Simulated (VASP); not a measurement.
A run of VASP 6.6.1 is set up as follows.

The input INCAR:

```
  PREC = Accurate
  ENCUT = 520
  EDIFF = 1E-6
  ISMEAR = -1
  SIGMA = 0.05
  LREAL = F
  LASPH = T
  NELM = 100
  ALGO = Normal
  ISIF = 2
  LWAVE = F
  LCHARG = F
  NBANDS = 13
```

KPOINTS

```
Automatic mesh
0
Gamma
  9 9 9
```

The input POSCAR:

```
Se
1.0
    0.0000000000      2.9719609764      2.9719609764
    2.9719609764      0.0000000000      2.9719609764
    2.9719609764      2.9719609764      0.0000000000
Se
2
Direct
   -0.1250000000     -0.1250000000     -0.1250000000
    0.1250000000      0.1250000000      0.1250000000
```

Potentials or basis: VASP PAW LDA potentials, release 64 (Se).

Run with:

```sh
$ cat potpaw_LDA.64/Se/POTCAR > POTCAR
$ mpirun -np 1 vasp_std > vasp.out
```

Task: What does it give for the band gap on the k mesh?

Result: Zero (bands 6 and 7 overlap by 1.28 eV).

Task: What does it give for the pressure?

Result: 6.8 GPa.

Caveat: the cell stands under pressure.
